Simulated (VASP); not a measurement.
# Al (Fm-3m) in VASP: a series of runs

Al is run at these levels: PBE; tasks: single point.

Everything below comes from runs of VASP 6.6.1. Logs are shortened: lines on timing, memory, paths and dates and some standing lists are left out, and cuts for length are marked.

**1. The cell of the first run**

The structure is cubic, space group Fm-3m (No. 225). The conventional cell has a = 4.050 Å, b = 4.050 Å, c = 4.050 Å, α = 90.00°, β = 90.00°, γ = 90.00°. Al (site symmetry m-3m) has 12 Al at 2.86 Å within 3.8 Å.

**2. Single point, PBE**

INCAR reads:

```
PREC     = Accurate       # precision mode
ENCUT    = 520            # plane-wave cutoff, eV
EDIFF    = 1E-7           # SCF threshold, eV
ISMEAR   = 0              # smearing method
SIGMA    = 0.1            # smearing width, eV
LREAL    = F              # projectors in reciprocal space
LASPH    = T              # aspherical terms in the spheres
NELM     = 80             # most SCF steps
ALGO     = Fast           # electronic algorithm
ISIF     = 2              # what is computed and relaxed
LWAVE    = F              # write WAVECAR
LCHARG   = F              # write CHGCAR
GGA      = PE             # functional
NBANDS   = 8              # bands
```

KPOINTS reads:

```
Automatic mesh
0
Gamma
  6 6 6
```

POSCAR reads:

```
Al
1.0
    0.0000000000      2.0248050000      2.0248050000
    2.0248050000      0.0000000000      2.0248050000
    2.0248050000      2.0248050000      0.0000000000
Al
1
Direct
    0.0000000000      0.0000000000      0.0000000000
```

Potentials or basis: VASP PAW PBE potentials, release 64 (Al).

Command:

```console
cat potpaw_PBE.64/Al/POTCAR > POTCAR
mpirun -np 1 vasp_std > vasp.out
```

OUTCAR:

```text
PREC = Accurate
   ENCUT = 520
   EDIFF = 1E-7
   ISMEAR = 0
   LREAL = F
   LASPH = T
   NELM = 80
   ISIF = 2
   GGA = PE

 ion  position               nearest neighbor table
   1  0.000  0.000  0.000-

  LATTYP: Found a face centered cubic cell.
 ALAT       =     4.0496100000

  Lattice vectors:

 A1 = (   0.0000000000,   2.0248050000,   2.0248050000)
 A2 = (   2.0248050000,   0.0000000000,   2.0248050000)
 A3 = (   2.0248050000,   2.0248050000,   0.0000000000)

Analysis of symmetry for initial positions (statically):
=====================================================================
 Subroutine PRICEL returns:
 Original cell was already a primitive cell.

 Routine SETGRP: Setting up the symmetry group for a
 face centered cubic supercell.

 Subroutine GETGRP returns: Found 48 space group operations
 (whereof 48 operations were pure point group operations)
 out of a pool of 48 trial point group operations.

The static configuration has the point symmetry O_h .

Analysis of symmetry for dynamics (positions and initial velocities):
=====================================================================
 Subroutine PRICEL returns:
 Original cell was already a primitive cell.

 Routine SETGRP: Setting up the symmetry group for a
 face centered cubic supercell.

 Subroutine GETGRP returns: Found 48 space group operations
 (whereof 48 operations were pure point group operations)
 out of a pool of 48 trial point group operations.

The dynamic configuration has the point symmetry O_h .

 Subroutine INISYM returns: Found 48 space group operations
 (whereof 48 operations are pure point group operations),
 and found     1 'primitive' translations

----------------------------------------------------------------------------------------

                                     Primitive cell

  volume of cell :      16.6027

  direct lattice vectors                    reciprocal lattice vectors
     0.000000000  2.024805000  2.024805000    -0.246937359  0.246937359  0.246937359
     2.024805000  0.000000000  2.024805000     0.246937359 -0.246937359  0.246937359
     2.024805000  2.024805000  0.000000000     0.246937359  0.246937359 -0.246937359

  length of vectors
     2.863506692  2.863506692  2.863506692     0.427708053  0.427708053  0.427708053

  position of ions in fractional coordinates (direct lattice)
     0.000000000  0.000000000  0.000000000

  ion indices of the primitive-cell ions
[... 67 lines left out ...]
   EDIFFG = 0.1E-05   stopping-criterion for IOM
   NSW    =      0    number of steps for IOM
   IBRION =     -1    ionic relax: 0-MD 1-quasi-New 2-CG
   NFREE  =      0    steps in history (QN), initial steepest desc. (CG)
   ISIF   =      2    stress and relaxation
   ISYM   =      2    0-nonsym 1-usesym 2-fastsym
   POTIM  = 0.5000    time-step for ionic-motion
   TEBEG  =    0.0;   TEEND  =   0.0 temperature during run
   PSTRESS=    0.0 pullay stress
   NELECT =       3.0000    total number of electrons
   NUPDOWN=      -1.0000    fix difference up-down
   EMIN   =  10.00;   EMAX   =-10.00  energy-range for DOS
   EFERMI =   0.00;   METHOD = LEGACY
   ISMEAR =     0;   SIGMA  =   0.10  broadening in eV -4-tet -1-fermi 0-gaus
   EFERMI_NEDOS =   21; number of points for ismear=-14 and -15
   IALGO  =     68    algorithm
   IMIX   =      4    mixing-type and parameters
     AMIX     =   0.40;   BMIX     =  1.00
     AMIX_MAG =   1.60;   BMIX_MAG =  1.00
  volume/ion in A,a.u.               =      16.60       112.04
  Fermi-wavevector in a.u.,A,eV,Ry     =   0.925526  1.748991 11.654733  0.856599
  Thomas-Fermi vector in A             =   2.051390
   LORBIT       =      0    0 simple, 1 ext, 2 COOP (PROOUT), +10 PAW based schemes
   GGA     = PE    functional components
   LHFCALC =     F    Hartree Fock is set to
   AEXX    =    0.0000 exact exchange contribution
   IVDW    =     0    specifies the selected vdW correction
   LEPSILON=     F    determine dielectric tensor
   LRPA    =     F    only Hartree local field effects (RPA)
 non-spin polarized calculation
 RMM-DIIS sequential band-by-band and
 Gauss-broadening in eV      SIGMA  =   0.10
  energy-cutoff  :      520.00
  volume of cell :       16.60
 maximum number of plane-waves:       459
 NGX is ok and might be reduce to    24
   NGX = 11   NGY = 11   NGZ = 11

 number of electron       3.0000000 magnetization

 Free energy of the ion-electron system (eV)
  ---------------------------------------------------
  ext. energy  EPLUGINS =         0.00000000
  ---------------------------------------------------
  free energy    TOTEN  =        -3.81263583 eV

  energy without entropy =       -3.80921024  energy(sigma->0) =       -3.81092303

 E-fermi :   8.3000     XC(G=0): -10.1746

 val. band max:        7.2850675261   @ k =  -0.3333   0.5000   0.1667
 cond. band min:       8.3191065451   @ k =  -0.3333   0.3333   0.0000
 fundamental gap:      1.0340390190
 Fermi energy:         8.2999815632

 k-point     1 :       0.0000    0.0000    0.0000
  band No.  band energies     occupation
      1      -3.1569      2.00000
      2      20.5190      0.00000
      3      20.5190      0.00000
      4      20.5190      0.00000
      5      21.9658      0.00000
      6      21.9658      0.00000
      7      21.9658      0.00000
      8      24.3524      0.00000
[... 155 lines left out ...]
 k-point    16 :      -0.3333    0.5000    0.1667
  band No.  band energies     occupation
      1       5.9448      2.00000
      2       7.2851      2.00000
      3       8.7113      0.00000
      4      10.2658      0.00000
      5      19.8227      0.00000
      6      21.6472      0.00000
      7      27.9156      0.00000
      8      28.9437      0.00000

------------------------ aborting loop because EDIFF is reached ----------------------------------------

  FORCE on cell =-STRESS in cart. coord.  units (eV):
  Direction    XX          YY          ZZ          XY          YZ          ZX
  --------------------------------------------------------------------------------------
  -------------------------------------------------------------------------------------
  Total       -0.0036257     -0.0036257     -0.0036257      0.0000000     -0.0000000      0.0000000
  in kB       -0.3498819     -0.3498819     -0.3498819      0.0000000     -0.0000000      0.0000000
  external PRESSURE =      -0.3498819 kB  Pullay stress =       0.0000000 kB

 VOLUME and BASIS-vectors are now :
 -----------------------------------------------------------------------------
  energy-cutoff  :      520.00
  volume of cell :       16.60
      direct lattice vectors                 reciprocal lattice vectors
     0.000000000  2.024805000  2.024805000    -0.246937359  0.246937359  0.246937359
     2.024805000  0.000000000  2.024805000     0.246937359 -0.246937359  0.246937359
     2.024805000  2.024805000  0.000000000     0.246937359  0.246937359 -0.246937359

 POSITION                                       TOTAL-FORCE (eV/Angst)
 -----------------------------------------------------------------------------------
      0.00000      0.00000      0.00000         0.000000      0.000000     -0.000000
 -----------------------------------------------------------------------------------
    total drift:                               -0.000000      0.000000      0.000000

  FREE ENERGIE OF THE ION-ELECTRON SYSTEM (eV)
  ---------------------------------------------------
  free  energy   TOTEN  =        -3.8126358255 eV

  energy  without entropy=       -3.8092102356  energy(sigma->0) =       -3.81092303
```

stdout:

```text
POSCAR found type information on POSCAR Al
 POSCAR found :  1 types and       1 ions
 scaLAPACK will be used
 LDA part: xc-table for (Slater+PW92), standard interpolation
 POSCAR, INCAR and KPOINTS ok, starting setup
 FFT: planning ... GRIDC
 FFT: planning ... GRID_SOFT
 FFT: planning ... GRID
 WAVECAR not read
 entering main loop
```

It took 4.7 s on 1 thread of AMD EPYC 7R13, shared host; peak memory 0.1 GiB.

Results:

- Free energy: -3.8126 eV
- Pressure: 0.0 GPa

Levels at points of the mesh, in eV from the Fermi level:
```tsv
k point	band 1	band 2	band 3	band 4
(0.00, 0.00, 0.00)	-11.46	12.22	12.22	12.22
(0.50, 0.00, 0.00)	-4.93	-4.74	10.98	10.98
(0.50, 0.50, 0.00)	-3.27	-1.96	4.89	5.20
```

Caveat: the k points lie up to 0.45 Å⁻¹ apart.

**3. Single point, PBE**

INCAR reads:

```
SYSTEM = Al
PREC = Accurate
ENCUT = 520
EDIFF = 1E-6
ISMEAR = 0
SIGMA = 0.1
LREAL = .False.
LASPH = .True.
NELM = 100
ALGO = Normal
ISIF = 2
LWAVE = .False.
LCHARG = .False.
GGA = PE
NBANDS = 8
```

KPOINTS reads:

```
regular mesh
0
Gamma
  12 12 12
  0 0 0
```

POSCAR is that of step 2.

Potentials or basis: VASP PAW PBE potentials, release 64 (Al).

Command:

```console
cat potpaw_PBE.64/Al/POTCAR > POTCAR
mpirun -np 1 vasp_std > vasp.out
```

OUTCAR:

```text
SYSTEM = Al
   PREC = Accurate
   ENCUT = 520
   EDIFF = 1E-6
   ISMEAR = 0
   LREAL = .False.
   LASPH = .True.
   NELM = 100
   ISIF = 2
   GGA = PE

 ion  position               nearest neighbor table
   1  0.000  0.000  0.000-

  LATTYP: Found a face centered cubic cell.
 ALAT       =     4.0496100000

  Lattice vectors:

 A1 = (   0.0000000000,   2.0248050000,   2.0248050000)
 A2 = (   2.0248050000,   0.0000000000,   2.0248050000)
 A3 = (   2.0248050000,   2.0248050000,   0.0000000000)

[... 442 lines left out ...]
      8      28.8406      0.00000

 [... further k-points ...]

------------------------ aborting loop because EDIFF is reached ----------------------------------------

  FORCE on cell =-STRESS in cart. coord.  units (eV):
  Direction    XX          YY          ZZ          XY          YZ          ZX
  --------------------------------------------------------------------------------------
  -------------------------------------------------------------------------------------
  Total       -0.0370032     -0.0370032     -0.0370032     -0.0000000     -0.0000000      0.0000000
  in kB       -3.5708392     -3.5708392     -3.5708392     -0.0000000     -0.0000000      0.0000000
  external PRESSURE =      -3.5708392 kB  Pullay stress =       0.0000000 kB

 VOLUME and BASIS-vectors are now :
 -----------------------------------------------------------------------------
  energy-cutoff  :      520.00
  volume of cell :       16.60
      direct lattice vectors                 reciprocal lattice vectors
     0.000000000  2.024805000  2.024805000    -0.246937359  0.246937359  0.246937359
     2.024805000  0.000000000  2.024805000     0.246937359 -0.246937359  0.246937359
     2.024805000  2.024805000  0.000000000     0.246937359  0.246937359 -0.246937359

 POSITION                                       TOTAL-FORCE (eV/Angst)
 -----------------------------------------------------------------------------------
      0.00000      0.00000      0.00000         0.000000      0.000000      0.000000
 -----------------------------------------------------------------------------------
    total drift:                                0.000000      0.000000      0.000000

  FREE ENERGIE OF THE ION-ELECTRON SYSTEM (eV)
  ---------------------------------------------------
  free  energy   TOTEN  =        -3.7543627242 eV

  energy  without entropy=       -3.7527837912  energy(sigma->0) =       -3.75357326
```

OSZICAR:

```text
N       E                     dE             d eps       ncg     rms          rms(c)
DAV:   1    -0.237537386105E+01   -0.23754E+01   -0.87010E+02  1152   0.206E+02
DAV:   2    -0.376954182379E+01   -0.13942E+01   -0.13804E+01  1616   0.188E+01
DAV:   3    -0.377634883297E+01   -0.68070E-02   -0.67995E-02  1480   0.147E+00
DAV:   4    -0.377636457072E+01   -0.15738E-04   -0.15737E-04  1856   0.617E-02
DAV:   5    -0.377636461503E+01   -0.44311E-07   -0.45150E-07  1432   0.189E-03    0.129E+00
DAV:   6    -0.376367151026E+01    0.12693E-01   -0.16143E-03  1664   0.193E-01    0.751E-01
DAV:   7    -0.375436905811E+01    0.93025E-02   -0.48717E-03  1480   0.313E-01    0.146E-01
DAV:   8    -0.375436455828E+01    0.44998E-05   -0.12657E-05  1672   0.254E-02    0.797E-03
DAV:   9    -0.375436307927E+01    0.14790E-05   -0.80597E-07  1568   0.396E-03    0.652E-04
DAV:  10    -0.375436272423E+01    0.35504E-06   -0.34913E-09  1104   0.417E-04
   1 F= -.37543627E+01 E0= -.37535733E+01  d E =-.157893E-02
```

stdout:

```text
POSCAR found type information on POSCAR Al
 POSCAR found :  1 types and       1 ions
 scaLAPACK will be used
 LDA part: xc-table for (Slater+PW92), standard interpolation
 POSCAR, INCAR and KPOINTS ok, starting setup
 FFT: planning ... GRIDC
 FFT: planning ... GRID_SOFT
 FFT: planning ... GRID
 WAVECAR not read
 entering main loop
```

It took 10 s on 1 thread of AMD EPYC 7R13, shared host; peak memory 0.1 GiB.

What came out:

| Property | Result |
| --- | --- |
| Free energy | -3.7544 eV |
| Pressure | -0.4 GPa |

Levels at points of the mesh, in eV from the Fermi level:
```csv
k point,band 1,band 2,band 3,band 4
"(0.00, 0.00, 0.00)",-10.96,12.72,12.72,12.72
"(0.50, 0.00, 0.00)",-4.44,-4.24,11.48,11.48
"(0.50, 0.50, 0.00)",-2.78,-1.47,5.39,5.70
```

**4. Single point, PBE**

INCAR reads:

```
SYSTEM = Al
PREC = Accurate ; ENCUT = 520
EDIFF = 1E-6 ; ISMEAR = 0
SIGMA = 0.1 ; LREAL = .FALSE.
LASPH = .TRUE. ; NELM = 60
ALGO = Normal ; ISIF = 2
LWAVE = .FALSE. ; LCHARG = .FALSE.
GGA = PE ; NBANDS = 8
```

KPOINTS reads:

```
regular mesh
0
G
  14 14 14
  0 0 0
```

POSCAR is that of step 3.

Potentials or basis: VASP PAW PBE potentials, release 64 (Al).

Command:

```console
cat potpaw_PBE.64/Al/POTCAR > POTCAR
mpirun -np 1 vasp_std > vasp.out
```

OUTCAR:

```text
SYSTEM = Al
   PREC = Accurate
   ENCUT = 520
   EDIFF = 1E-6
   ISMEAR = 0
   LREAL = .FALSE.
   LASPH = .TRUE.
   NELM = 60
   ISIF = 2
   GGA = PE

 ion  position               nearest neighbor table
   1  0.000  0.000  0.000-

  LATTYP: Found a face centered cubic cell.
 ALAT       =     4.0496100000

  Lattice vectors:

 A1 = (   0.0000000000,   2.0248050000,   2.0248050000)
 A2 = (   2.0248050000,   0.0000000000,   2.0248050000)
 A3 = (   2.0248050000,   2.0248050000,   0.0000000000)

Analysis of symmetry for initial positions (statically):
=====================================================================
 Subroutine PRICEL returns:
 Original cell was already a primitive cell.

 Routine SETGRP: Setting up the symmetry group for a
 face centered cubic supercell.

 Subroutine GETGRP returns: Found 48 space group operations
 (whereof 48 operations were pure point group operations)
 out of a pool of 48 trial point group operations.

The static configuration has the point symmetry O_h .

Analysis of symmetry for dynamics (positions and initial velocities):
=====================================================================
 Subroutine PRICEL returns:
 Original cell was already a primitive cell.

 Routine SETGRP: Setting up the symmetry group for a
 face centered cubic supercell.

 Subroutine GETGRP returns: Found 48 space group operations
 (whereof 48 operations were pure point group operations)
 out of a pool of 48 trial point group operations.

The dynamic configuration has the point symmetry O_h .

 Subroutine INISYM returns: Found 48 space group operations
 (whereof 48 operations are pure point group operations),
 and found     1 'primitive' translations

----------------------------------------------------------------------------------------

                                     Primitive cell

  volume of cell :      16.6027

  direct lattice vectors                    reciprocal lattice vectors
[... 102 lines left out ...]
   IALGO  =     38    algorithm
   IMIX   =      4    mixing-type and parameters
     AMIX     =   0.40;   BMIX     =  1.00
     AMIX_MAG =   1.60;   BMIX_MAG =  1.00
  volume/ion in A,a.u.               =      16.60       112.04
  Fermi-wavevector in a.u.,A,eV,Ry     =   0.925526  1.748991 11.654733  0.856599
  Thomas-Fermi vector in A             =   2.051390
   LORBIT       =      0    0 simple, 1 ext, 2 COOP (PROOUT), +10 PAW based schemes
   GGA     = PE    functional components
   LHFCALC =     F    Hartree Fock is set to
   AEXX    =    0.0000 exact exchange contribution
   IVDW    =     0    specifies the selected vdW correction
   LEPSILON=     F    determine dielectric tensor
   LRPA    =     F    only Hartree local field effects (RPA)
 non-spin polarized calculation
 Gauss-broadening in eV      SIGMA  =   0.10
  energy-cutoff  :      520.00
  volume of cell :       16.60
 maximum number of plane-waves:       459
 NGX is ok and might be reduce to    24
   NGX = 11   NGY = 11   NGZ = 11

 number of electron       3.0000000 magnetization

 Free energy of the ion-electron system (eV)
  ---------------------------------------------------
  ext. energy  EPLUGINS =         0.00000000
  ---------------------------------------------------
  free energy    TOTEN  =        -3.73902343 eV

  energy without entropy =       -3.73647797  energy(sigma->0) =       -3.73775070

 E-fermi :   7.9036     XC(G=0): -10.1747

 val. band max:        7.9016047304   @ k =  -0.3571   0.4286   0.2143
 cond. band min:       7.9491310255   @ k =   0.5000   0.2857   0.0000
 fundamental gap:      0.0475262951
 Fermi energy:         7.9035654010

 k-point     1 :       0.0000    0.0000    0.0000
  band No.  band energies     occupation
      1      -3.1566      2.00000
      2      20.5197      0.00000
      3      20.5197      0.00000
      4      20.5197      0.00000
      5      21.9641      0.00000
      6      21.9641      0.00000
      7      21.9641      0.00000
      8      24.3559      0.00000
[... 243 lines left out ...]
 k-point    24 :       0.2857    0.1429    0.0000
  band No.  band energies     occupation
      1      -1.1442      2.00000
      2      12.2030      0.00000
      3      16.3269      0.00000
      4      17.8671      0.00000
      5      18.2689      0.00000
      6      22.1353      0.00000
      7      26.0480      0.00000
      8      26.6107      0.00000

 [... further k-points ...]
[... 5 lines left out ...]
  --------------------------------------------------------------------------------------
  -------------------------------------------------------------------------------------
  Total       -0.0786791     -0.0786791     -0.0786791      0.0000000      0.0000000      0.0000000
  in kB       -7.5925985     -7.5925985     -7.5925985      0.0000000      0.0000000      0.0000000
  external PRESSURE =      -7.5925985 kB  Pullay stress =       0.0000000 kB

 VOLUME and BASIS-vectors are now :
 -----------------------------------------------------------------------------
  energy-cutoff  :      520.00
  volume of cell :       16.60
      direct lattice vectors                 reciprocal lattice vectors
     0.000000000  2.024805000  2.024805000    -0.246937359  0.246937359  0.246937359
     2.024805000  0.000000000  2.024805000     0.246937359 -0.246937359  0.246937359
     2.024805000  2.024805000  0.000000000     0.246937359  0.246937359 -0.246937359

 POSITION                                       TOTAL-FORCE (eV/Angst)
 -----------------------------------------------------------------------------------
      0.00000      0.00000      0.00000         0.000000      0.000000      0.000000
 -----------------------------------------------------------------------------------
    total drift:                                0.000000     -0.000000     -0.000000

  FREE ENERGIE OF THE ION-ELECTRON SYSTEM (eV)
  ---------------------------------------------------
  free  energy   TOTEN  =        -3.7390234313 eV

  energy  without entropy=       -3.7364779737  energy(sigma->0) =       -3.73775070
```

It took 16 s on 1 thread of AMD EPYC 7R13, shared host; peak memory 0.1 GiB.

What came out:

```
Free energy : -3.7390 eV
Pressure    : -0.8 GPa
```

(Continued in part 2 of 2.)
